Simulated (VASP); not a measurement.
# Cu16O in VASP: single point with PBE+D3(BJ)

Aim: the single point of Cu16O with PBE+D3(BJ).

Everything below comes from runs of VASP 6.6.1. Logs are shortened: lines on timing, memory, paths and dates and some standing lists are left out, and cuts for length are marked.

**1. The cell of the first run**

The cell holds a slab with vacuum, 17 atoms: a = 5.105 Å, b = 5.105 Å, c = 21.915 Å, α = 90.00°, β = 90.00°, γ = 90.00°.

**2. Single point, PBE+D3(BJ)**

Input file INCAR:

```
SYSTEM = Cu16O
ALGO     = Normal         ! electronic algorithm
EDIFF    = 1E-6           ! SCF threshold, eV
ENCUT    = 520            ! plane-wave cutoff, eV
GGA      = PE             ! functional
GGA_COMPAT= .False.      
ISIF     = 2              ! what is computed and relaxed
ISMEAR   = 1              ! smearing method
IVDW     = 12             ! dispersion correction
LASPH    = .True.         ! aspherical terms in the spheres
LCHARG   = .False.        ! write CHGCAR
LREAL    = .False.        ! projectors in reciprocal space
LWAVE    = .False.        ! write WAVECAR
NBANDS   = 105            ! bands
NELM     = 120            ! most SCF steps
NELMDL   = -8           
PREC     = Accurate       ! precision mode
SIGMA    = 0.1            ! smearing width, eV
```

Input file KPOINTS:

```
k-points
0
Gamma
  2 2 1
  0 0 0
```

Input file POSCAR:

```
Cu16O
1.0
    5.1053109602      0.0000000000      0.0000000000
    0.0000000000      5.1053109602      0.0000000000
    0.0000000000      0.0000000000     21.9150000000
Cu O
16 1
Direct
    0.2500000000      0.2500000000      0.1140771200
    0.7500000000      0.2500000000      0.1140771200
    0.2500000000      0.7500000000      0.1140771200
    0.7500000000      0.7500000000      0.1140771200
    0.0000000000      0.0000000000      0.1964407900
    0.5000000000      0.0000000000      0.1964407900
    0.0000000000      0.5000000000      0.1964407900
    0.5000000000      0.5000000000      0.1964407900
    0.2508355400      0.2508809800      0.2801981100
    0.7506986600      0.2505096700      0.2769926900
    0.2504446400      0.7507536600      0.2769938700
    0.7503162700      0.7504348100      0.2738486300
    0.0038062800      0.0039088000      0.3586992400
    0.4987689200      0.0035102200      0.3586489600
    0.0033039600      0.4988744000      0.3586362000
    0.4986682100      0.4988265500      0.3586706600
   -0.2484621800     -0.2484204800      0.3951815000
```

Potentials or basis: VASP PAW PBE potentials, release 64 (Cu, O).

Run with:

```console
$ cat potpaw_PBE.64/Cu/POTCAR potpaw_PBE.64/O/POTCAR > POTCAR
$ mpirun -np 1 vasp_std > vasp.out
```

OUTCAR:

```text
SYSTEM = Cu16O
   EDIFF = 1E-6
   ENCUT = 520
   GGA = PE
   ISIF = 2
   ISMEAR = 1
   IVDW = 12
   LASPH = .True.
   LREAL = .False.
   NELM = 120
   NELMDL = -8
   PREC = Accurate
 IVDW          = 12

 ion  position               nearest neighbor table
   1  0.250  0.250  0.114-   5 2.55   6 2.55   7 2.55   8 2.55   2 2.55   3 2.55   3 2.55   2 2.55

   2  0.750  0.250  0.114-   5 2.55   6 2.55   7 2.55   8 2.55   1 2.55   4 2.55   4 2.55   1 2.55

   3  0.250  0.750  0.114-   5 2.55   6 2.55   7 2.55   8 2.55   1 2.55   4 2.55   1 2.55   4 2.55
[... 12 lines left out ...]
                             8 2.57   7 2.57   6 2.57   5 2.58
  10  0.751  0.251  0.277-   7 2.52   5 2.52   8 2.53   6 2.53  14 2.54  13 2.54  16 2.54  15 2.54
                             9 2.55  12 2.55  12 2.55   9 2.55
  11  0.250  0.751  0.277-   6 2.52   5 2.52   8 2.53   7 2.53  15 2.54  13 2.54  16 2.54  14 2.54
                            12 2.55   9 2.55  12 2.55   9 2.55
  12  0.750  0.750  0.274-   5 2.48   6 2.48   7 2.48   8 2.48  11 2.55  10 2.55  10 2.55  11 2.55
                            16 2.60  15 2.60  14 2.60  13 2.61
  13  0.004  0.004  0.359-  17 1.99   9 2.48  14 2.53  15 2.53  10 2.54  11 2.54  15 2.58  14 2.58
                            12 2.61
  14  0.499  0.004  0.359-  17 1.99   9 2.48  13 2.53  16 2.53  10 2.54  11 2.54  16 2.58  13 2.58
                            12 2.60
  15  0.003  0.499  0.359-  17 1.99   9 2.48  13 2.53  16 2.53  11 2.54  10 2.54  16 2.58  13 2.58
                            12 2.60
  16  0.499  0.499  0.359-  17 1.99   9 2.48  14 2.53  15 2.53  11 2.54  10 2.54  15 2.58  14 2.58
                            12 2.60
  17  0.752  0.752  0.395-  13 1.99  15 1.99  14 1.99  16 1.99

  LATTYP: Found a simple tetragonal cell.
 ALAT       =     5.1053109602
 C/A-ratio  =     4.2925886730

  Lattice vectors:

 A1 = (   5.1053109602,   0.0000000000,   0.0000000000)
 A2 = (   0.0000000000,   5.1053109602,   0.0000000000)
 A3 = (   0.0000000000,   0.0000000000,  21.9150000000)

Analysis of symmetry for initial positions (statically):
=====================================================================
 Subroutine PRICEL returns:
 Original cell was already a primitive cell.

 Routine SETGRP: Setting up the symmetry group for a
 simple tetragonal supercell.

 Subroutine GETGRP returns: Found  1 space group operations
 (whereof  1 operations were pure point group operations)
 out of a pool of 16 trial point group operations.

The static configuration has the point symmetry C_1 .

Analysis of symmetry for dynamics (positions and initial velocities):
=====================================================================
 Subroutine PRICEL returns:
 Original cell was already a primitive cell.

 Routine SETGRP: Setting up the symmetry group for a
 simple tetragonal supercell.

 Subroutine GETGRP returns: Found  1 space group operations
 (whereof  1 operations were pure point group operations)
 out of a pool of 16 trial point group operations.

The dynamic configuration has the point symmetry C_1 .

 Subroutine INISYM returns: Found  1 space group operations
 (whereof  1 operations are pure point group operations),
 and found     1 'primitive' translations

----------------------------------------------------------------------------------------

                                     Primitive cell

  volume of cell :     571.1969

  direct lattice vectors                    reciprocal lattice vectors
     5.105310960  0.000000000  0.000000000     0.195874455  0.000000000  0.000000000
     0.000000000  5.105310960  0.000000000     0.000000000  0.195874455  0.000000000
     0.000000000  0.000000000 21.915000000     0.000000000  0.000000000  0.045630846

  length of vectors
     5.105310960  5.105310960 21.915000000     0.195874455  0.195874455  0.045630846

  position of ions in fractional coordinates (direct lattice)
     0.250000000  0.250000000  0.114077120
     0.750000000  0.250000000  0.114077120
     0.250000000  0.750000000  0.114077120
     0.750000000  0.750000000  0.114077120
     0.000000000  0.000000000  0.196440790
     0.500000000  0.000000000  0.196440790
[... 9 lines left out ...]
     0.498668210  0.498826550  0.358670660
     0.751537820  0.751579520  0.395181500

  ion indices of the primitive-cell ions
   primitive index   ion index
                 1           1
                 2           2
                 3           3
                 4           4
                 5           5
                 6           6
[... 9 lines left out ...]
                16          16
                17          17

----------------------------------------------------------------------------------------

 KPOINTS: k-points

Automatic generation of k-mesh.
 Grid dimensions read from file:
 generate k-points for:    2    2    1

 Generating k-lattice:

  Cartesian coordinates                     Fractional coordinates (reciprocal lattice)
     0.097937227  0.000000000  0.000000000     0.500000000  0.000000000  0.000000000
     0.000000000  0.097937227  0.000000000     0.000000000  0.500000000  0.000000000
     0.000000000  0.000000000  0.045630846     0.000000000  0.000000000  1.000000000

  Length of vectors
     0.097937227  0.097937227  0.045630846

  Shift w.r.t. Gamma in fractional coordinates (k-lattice)
     0.000000000  0.000000000  0.000000000

 Subroutine IBZKPT returns following result:
 ===========================================

 Found      4 irreducible k-points:

 Following reciprocal coordinates:
            Coordinates               Weight
  0.000000  0.000000  0.000000      1.000000
  0.500000  0.000000  0.000000      1.000000
  0.000000  0.500000  0.000000      1.000000
  0.500000  0.500000  0.000000      1.000000
   k-points           NKPTS =      4   k-points in BZ     NKDIM =      4   number of bands    NBANDS=    105
   number of dos      NEDOS =    301   number of ions     NIONS =     17
   total plane-waves  NPLWV = 268800
   dimension x,y,z NGX =    40 NGY =   40 NGZ =  168
   dimension x,y,z NGXF=    80 NGYF=   80 NGZF=  336
   ions per type =              16   1
   NGX,Y,Z   is equivalent  to a cutoff of  13.03, 13.03, 12.74 a.u.
   NGXF,Y,Z  is equivalent  to a cutoff of  26.05, 26.05, 25.49 a.u.
 SYSTEM =  Cu16O
   PREC   = accura    normal or accurate (medium, high low for compatibility)
   ISTART =      0    job   : 0-new  1-cont  2-samecut
   ICHARG =      2    charge: 1-file 2-atom 10-const
   ISPIN  =      1    spin polarized calculation?
   LNONCOLLINEAR =      F non collinear calculations
   LSORBIT =      F    spin-orbit coupling
   LASPH  =      T    aspherical Exc in radial PAW
   ENCUT  =  520.0 eV  38.22 Ry    6.18 a.u.   9.49  9.49 40.75*2*pi/ulx,y,z
   NELM   =    120;   NELMIN=  2; NELMDL= -8     # of ELM steps
   EDIFF  = 0.1E-05   stopping-criterion for ELM
   LREAL  =      F    real-space projection
   EDIFFG = 0.1E-04   stopping-criterion for IOM
   NSW    =      0    number of steps for IOM
   IBRION =     -1    ionic relax: 0-MD 1-quasi-New 2-CG
   NFREE  =      0    steps in history (QN), initial steepest desc. (CG)
   ISIF   =      2    stress and relaxation
   ISYM   =      2    0-nonsym 1-usesym 2-fastsym
   POTIM  = 0.5000    time-step for ionic-motion
   TEBEG  =    0.0;   TEEND  =   0.0 temperature during run
   PSTRESS=    0.0 pullay stress
   NELECT =     182.0000    total number of electrons
   NUPDOWN=      -1.0000    fix difference up-down
   EMIN   =  10.00;   EMAX   =-10.00  energy-range for DOS
   EFERMI =   0.00;   METHOD = LEGACY
   ISMEAR =     1;   SIGMA  =   0.10  broadening in eV -4-tet -1-fermi 0-gaus
   EFERMI_NEDOS =   21; number of points for ismear=-14 and -15
   IALGO  =     38    algorithm
   IMIX   =      4    mixing-type and parameters
     AMIX     =   0.40;   BMIX     =  1.00
     AMIX_MAG =   1.60;   BMIX_MAG =  1.00
  volume/ion in A,a.u.               =      33.60       226.74
  Fermi-wavevector in a.u.,A,eV,Ry     =   1.118158  2.113013 17.011068  1.250278
  Thomas-Fermi vector in A             =   2.254787
   LORBIT       =      0    0 simple, 1 ext, 2 COOP (PROOUT), +10 PAW based schemes
   GGA     = PE    functional components
   LHFCALC =     F    Hartree Fock is set to
   AEXX    =    0.0000 exact exchange contribution
   IVDW    =    12    specifies the selected vdW correction
   LEPSILON=     F    determine dielectric tensor
   LRPA    =     F    only Hartree local field effects (RPA)
 non-spin polarized calculation
 Methfessel and Paxton  Order N= 1 SIGMA  =   0.10
  energy-cutoff  :      520.00
  volume of cell :      571.20
 maximum number of plane-waves:     15437
 NGX is ok and might be reduce to    40
   NGX = 19   NGY = 19   NGZ = 81

 number of electron     181.9999771 magnetization

 Free energy of the ion-electron system (eV)
  ---------------------------------------------------
  ext. energy  EPLUGINS =         0.00000000
  ---------------------------------------------------
  free energy    TOTEN  =       -60.96935851 eV

  energy without entropy =      -60.94732389  energy(sigma->0) =      -60.96201364

 E-fermi :  -0.6345     XC(G=0):  -5.1369

 val. band max:       -0.6367509528   @ k =   0.0000   0.0000   0.0000
 cond. band min:      -0.5926664919   @ k =   0.0000   0.0000   0.0000
 fundamental gap:      0.0440844609
 Fermi energy:        -0.6344557239

 k-point     1 :       0.0000    0.0000    0.0000
  band No.  band energies     occupation
      1     -18.8248      2.00000
      2      -9.3200      2.00000
      3      -7.5122      2.00000
      4      -6.1505      2.00000
      5      -6.1498      2.00000
      6      -5.7292      2.00000
[... 413 lines left out ...]
    102       4.8091      0.00000
    103       4.8102      0.00000
 [bands above 103 left out]

------------------------ aborting loop because EDIFF is reached ----------------------------------------

 Edisp (eV)   -6.71387

 E8    (eV) :    -2.9867

  FORCE on cell =-STRESS in cart. coord.  units (eV):
  Direction    XX          YY          ZZ          XY          YZ          ZX
  --------------------------------------------------------------------------------------
  -------------------------------------------------------------------------------------
  Total      -7.62538    -7.62498    -0.22910    -0.00984    -0.09492    -0.08684
  in kB     -21.38880   -21.38766    -0.64263    -0.02759    -0.26623    -0.24359
  external pressure =      -14.47 kB  Pullay stress =        0.00 kB

 VOLUME and BASIS-vectors are now :
 -----------------------------------------------------------------------------
  energy-cutoff  :      520.00
  volume of cell :      571.20
      direct lattice vectors                 reciprocal lattice vectors
     5.105310960  0.000000000  0.000000000     0.195874455  0.000000000  0.000000000
     0.000000000  5.105310960  0.000000000     0.000000000  0.195874455  0.000000000
     0.000000000  0.000000000 21.915000000     0.000000000  0.000000000  0.045630846

 POSITION                                       TOTAL-FORCE (eV/Angst)
 -----------------------------------------------------------------------------------
      1.27633      1.27633      2.50000        -0.000669     -0.000659      0.162032
      3.82898      1.27633      2.50000         0.000728     -0.000546      0.116819
      1.27633      3.82898      2.50000        -0.000584      0.000722      0.116843
      3.82898      3.82898      2.50000         0.000544      0.000511      0.082911
      0.00000      0.00000      4.30500         0.064426      0.064952     -0.249427
      2.55266      0.00000      4.30500        -0.052318      0.065762     -0.249319
[... 9 lines left out ...]
      2.54586      2.54666      7.86027         0.006652      0.006457      0.026955
      3.83683      3.83705      8.66040        -0.010592     -0.007226     -0.105856
 -----------------------------------------------------------------------------------
    total drift:                                0.003214      0.003583      0.000169

  FREE ENERGIE OF THE ION-ELECTRON SYSTEM (eV)
  ---------------------------------------------------
  free  energy   TOTEN  =       -67.6832281011 eV

  energy  without entropy=      -67.6611934821  energy(sigma->0) =      -67.67588323
```

It took 25 min on 1 thread of Oxide Virtual Turin-like, shared host; peak memory 0.6 GiB.

Results:

```
Free energy                : -67.6832 eV
Largest force              : 0.266 eV/Å
Band gap on the k mesh     : zero (bands 91 and 92 overlap by 0.90 eV)
Dispersion energy per atom : -0.395 eV
```

Forces on the atoms (eV/Å):
```
Cu  -0.001 -0.001  0.162
Cu   0.001 -0.001  0.117
Cu  -0.001  0.001  0.117
Cu   0.001  0.001  0.083
Cu   0.064  0.065 -0.249
Cu  -0.052  0.066 -0.249
Cu   0.065 -0.051 -0.249
Cu  -0.053 -0.052 -0.249
Cu  -0.007 -0.006  0.153
Cu   0.000  0.000  0.129
Cu  -0.001  0.000  0.129
Cu   0.001 -0.001  0.107
Cu  -0.012 -0.013  0.024
Cu   0.004 -0.009  0.027
Cu  -0.005  0.002  0.027
Cu   0.007  0.006  0.027
O   -0.011 -0.007 -0.106
```

Levels at points of the mesh, in eV from the Fermi level:
```tsv
k point	band 89	band 90	band 91	band 92	band 93	band 94
(0.00, 0.00, 0.00)	-0.24	-0.23	-0.23	0.00	0.00	0.04
(0.50, 0.00, 0.00)	-0.51	-0.05	0.81	0.89	0.96	1.02
(0.00, 0.50, 0.00)	-0.51	-0.05	0.81	0.89	0.96	1.02
(0.50, 0.50, 0.00)	-0.96	-0.32	-0.32	-0.08	0.41	1.30
```

Caveat: the k points lie up to 0.62 Å⁻¹ apart, too coarse for converged energies and pressures of a metal; there is no dipole correction, which matters where the two faces differ. With open d or f shells a metallic result of PBE can be an artefact of self-interaction; +U or a hybrid may open a gap.

The gap in the log of VASP goes by the Fermi energy; the results here count the filled bands.